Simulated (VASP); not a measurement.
# Bi (R-3m) in VASP: single point with PBE

Aim: the single point of Bi with PBE.

Program: VASP 6.6.1. These are calculated values, not measurements. Logs are shortened: lines on timing, memory, paths and dates and some standing lists are left out, and cuts for length are marked.

### Step 1. The cell of the first run

The structure is trigonal, space group R-3m (No. 166). The conventional cell has a = 4.535 Å, b = 4.535 Å, c = 11.814 Å, α = 90.00°, β = 90.00°, γ = 120.00°. Bi (site symmetry 3m) has 6 Bi at 3.06 to 3.52 Å within 4.0 Å.

### Step 2. Single point, PBE

The input, INCAR:

```
PREC = Accurate ; ENCUT = 520
EDIFF = 1E-6 ; ISMEAR = 0
SIGMA = 0.05 ; LREAL = F
LASPH = T ; NELM = 80
ALGO = Normal ; ISIF = 2
LWAVE = F ; LCHARG = F
GGA = PE ; NBANDS = 22
```

The input, KPOINTS:

```
regular mesh
0
Gamma
  12 12 12
```

The input, POSCAR:

```
Bi
1.0
    2.2675000000      1.3091417354      3.9380000000
   -2.2675000000      1.3091417354      3.9380000000
    0.0000000000     -2.6182834708      3.9380000000
Bi
2
Direct
    0.2340000000      0.2340000000      0.2340000000
    0.7660000000      0.7660000000      0.7660000000
```

Potentials or basis: VASP PAW PBE potentials, release 64 (Bi_d).

The run is started by

```
> cat potpaw_PBE.64/Bi_d/POTCAR > POTCAR
> mpirun -np 1 vasp_std > vasp.out
```

OUTCAR:

```text
PREC = Accurate
   ENCUT = 520
   EDIFF = 1E-6
   ISMEAR = 0
   LREAL = F
   LASPH = T
   NELM = 80
   ISIF = 2
   GGA = PE

 ion  position               nearest neighbor table
   1  0.234  0.234  0.234-   2 3.06   2 3.06   2 3.06   2 3.52   2 3.52   2 3.52
   2  0.766  0.766  0.766-   1 3.06   1 3.06   1 3.06   1 3.52   1 3.52   1 3.52

  LATTYP: Found a trigonal (rhomboedric) cell.
 ALAT       =     4.7289800521
 COS(alpha) =     0.5401781303

  Lattice vectors:

 A1 = (   2.2675000000,   1.3091417354,   3.9380000000)
 A2 = (  -2.2675000000,   1.3091417354,   3.9380000000)
 A3 = (   0.0000000000,  -2.6182834708,   3.9380000000)

Analysis of symmetry for initial positions (statically):
=====================================================================
 Subroutine PRICEL returns:
 Original cell was already a primitive cell.

 Routine SETGRP: Setting up the symmetry group for a
 trigonal (rhombohedral) supercell.

 Subroutine GETGRP returns: Found 12 space group operations
 (whereof 12 operations were pure point group operations)
 out of a pool of 12 trial point group operations.

The static configuration has the point symmetry D_3d.

Analysis of symmetry for dynamics (positions and initial velocities):
=====================================================================
 Subroutine PRICEL returns:
 Original cell was already a primitive cell.

 Routine SETGRP: Setting up the symmetry group for a
 trigonal (rhombohedral) supercell.

 Subroutine GETGRP returns: Found 12 space group operations
 (whereof 12 operations were pure point group operations)
 out of a pool of 12 trial point group operations.

The dynamic configuration has the point symmetry D_3d.

 Subroutine INISYM returns: Found 12 space group operations
 (whereof 12 operations are pure point group operations),
 and found     1 'primitive' translations

----------------------------------------------------------------------------------------

                                     Primitive cell

  volume of cell :      70.1392

  direct lattice vectors                    reciprocal lattice vectors
     2.267500000  1.309141735  3.938000000     0.220507166  0.127309872  0.084645336
    -2.267500000  1.309141735  3.938000000    -0.220507166  0.127309872  0.084645336
     0.000000000 -2.618283471  3.938000000     0.000000000 -0.254619744  0.084645336

[... 78 lines left out ...]
   LNONCOLLINEAR =      F non collinear calculations
   LSORBIT =      F    spin-orbit coupling
   LASPH  =      T    aspherical Exc in radial PAW
   ENCUT  =  520.0 eV  38.22 Ry    6.18 a.u.   8.79  8.79  8.79*2*pi/ulx,y,z
   NELM   =     80;   NELMIN=  2; NELMDL= -5     # of ELM steps
   EDIFF  = 0.1E-05   stopping-criterion for ELM
   LREAL  =      F    real-space projection
   EDIFFG = 0.1E-04   stopping-criterion for IOM
   NSW    =      0    number of steps for IOM
   IBRION =     -1    ionic relax: 0-MD 1-quasi-New 2-CG
   NFREE  =      0    steps in history (QN), initial steepest desc. (CG)
   ISIF   =      2    stress and relaxation
   ISYM   =      2    0-nonsym 1-usesym 2-fastsym
   POTIM  = 0.5000    time-step for ionic-motion
   TEBEG  =    0.0;   TEEND  =   0.0 temperature during run
   PSTRESS=    0.0 pullay stress
   NELECT =      30.0000    total number of electrons
   NUPDOWN=      -1.0000    fix difference up-down
   EMIN   =  10.00;   EMAX   =-10.00  energy-range for DOS
   EFERMI =   0.00;   METHOD = LEGACY
   ISMEAR =     0;   SIGMA  =   0.05  broadening in eV -4-tet -1-fermi 0-gaus
   EFERMI_NEDOS =   21; number of points for ismear=-14 and -15
   IALGO  =     38    algorithm
   IMIX   =      4    mixing-type and parameters
     AMIX     =   0.40;   BMIX     =  1.00
     AMIX_MAG =   1.60;   BMIX_MAG =  1.00
  volume/ion in A,a.u.               =      35.07       236.66
  Fermi-wavevector in a.u.,A,eV,Ry     =   1.233469  2.330919 20.700530  1.521446
  Thomas-Fermi vector in A             =   2.368198
   LORBIT       =      0    0 simple, 1 ext, 2 COOP (PROOUT), +10 PAW based schemes
   GGA     = PE    functional components
   LHFCALC =     F    Hartree Fock is set to
   AEXX    =    0.0000 exact exchange contribution
   IVDW    =     0    specifies the selected vdW correction
   LEPSILON=     F    determine dielectric tensor
   LRPA    =     F    only Hartree local field effects (RPA)
 non-spin polarized calculation
 Gauss-broadening in eV      SIGMA  =   0.05
  energy-cutoff  :      520.00
  volume of cell :       70.14
 maximum number of plane-waves:      1934
   NGX = 17   NGY = 17   NGZ = 17

 number of electron      30.0000004 magnetization

 Free energy of the ion-electron system (eV)
  ---------------------------------------------------
  ext. energy  EPLUGINS =         0.00000000
  ---------------------------------------------------
  free energy    TOTEN  =        -7.75090265 eV

  energy without entropy =       -7.75063938  energy(sigma->0) =       -7.75077102

 E-fermi :   6.3381     XC(G=0):  -9.5448

 val. band max:        6.3378187476   @ k =  -0.4167   0.5000   0.4167
 cond. band min:       6.3710472045   @ k =   0.4167   0.0833   0.0833
 fundamental gap:      0.0332284569
 Fermi energy:         6.3380894374

 k-point     1 :       0.0000    0.0000    0.0000
  band No.  band energies     occupation
      1     -16.5595      2.00000
      2     -16.5595      2.00000
      3     -16.4072      2.00000
      4     -16.4072      2.00000
      5     -16.3900      2.00000
      6     -16.2198      2.00000
[... 589 lines left out ...]
     21      14.3692      0.00000
     22      16.4516      0.00000

 [... further k-points ...]

------------------------ aborting loop because EDIFF is reached ----------------------------------------

  FORCE on cell =-STRESS in cart. coord.  units (eV):
  Direction    XX          YY          ZZ          XY          YZ          ZX
  --------------------------------------------------------------------------------------
  -------------------------------------------------------------------------------------
  Total        0.9328435      0.9328435      0.9680094      0.0000000      0.0000000      0.0000000
  in kB       21.3087732     21.3087732     22.1120605      0.0000000      0.0000000      0.0000000
  external PRESSURE =      21.5765356 kB  Pullay stress =       0.0000000 kB

 VOLUME and BASIS-vectors are now :
 -----------------------------------------------------------------------------
  energy-cutoff  :      520.00
  volume of cell :       70.14
      direct lattice vectors                 reciprocal lattice vectors
     2.267500000  1.309141735  3.938000000     0.220507166  0.127309872  0.084645336
    -2.267500000  1.309141735  3.938000000    -0.220507166  0.127309872  0.084645336
     0.000000000 -2.618283471  3.938000000     0.000000000 -0.254619744  0.084645336

 POSITION                                       TOTAL-FORCE (eV/Angst)
 -----------------------------------------------------------------------------------
      0.00000      0.00000      2.76448         0.000000      0.000000      0.228985
      0.00000      0.00000      9.04952         0.000000     -0.000000     -0.228985
 -----------------------------------------------------------------------------------
    total drift:                               -0.000000      0.000000     -0.000000

  FREE ENERGIE OF THE ION-ELECTRON SYSTEM (eV)
  ---------------------------------------------------
  free  energy   TOTEN  =        -7.7509026524 eV

  energy  without entropy=       -7.7506393827  energy(sigma->0) =       -7.75077102
```

stdout:

```text
POSCAR found type information on POSCAR Bi
 POSCAR found :  1 types and       2 ions
 scaLAPACK will be used
 LDA part: xc-table for (Slater+PW92), standard interpolation
 POSCAR, INCAR and KPOINTS ok, starting setup
 FFT: planning ... GRIDC
 FFT: planning ... GRID_SOFT
 FFT: planning ... GRID
 WAVECAR not read
 entering main loop
```

Wall time 3.1 min (1 thread of Intel Xeon Platinum 8259CL at 2.50GHz (Skylake/Cascade Lake), shared host); peak memory 0.36 GiB.

What came out:

```
Free energy            : -7.7509 eV
Pressure               : 2.2 GPa
Largest force          : 0.229 eV/Å
Band gap on the k mesh : zero (band 15 reaches 6.34 eV, above the bottom of band 16 at 6.12 eV)
```

Forces in eV/Å, atoms in the order of the input:
```
Bi   0.000  0.000  0.229
Bi   0.000  0.000 -0.229
```

Levels at points of the mesh, in eV from the Fermi level:
| k point | band 12 | band 13 | band 14 | band 15 | band 16 | band 17 | band 18 | band 19 |
| --- | --- | --- | --- | --- | --- | --- | --- | --- |
| (0.00, 0.00, 0.00) | -7.40 | -1.43 | -1.18 | -1.18 | 2.54 | 3.01 | 3.01 | 5.70 |
| (0.50, 0.00, 0.00) | -10.49 | -1.29 | -1.15 | -0.22 | -0.22 | 0.58 | 1.07 | 7.56 |
| (0.50, 0.50, 0.00) | -9.42 | -4.67 | -2.99 | -2.88 | 2.39 | 5.01 | 5.50 | 6.86 |
| (0.50, 0.50, 0.50) | -9.87 | -0.90 | -0.57 | -0.57 | 0.72 | 0.72 | 0.80 | 7.06 |

Caveat: spin-orbit coupling is left out, which moves the levels of the heavy elements.
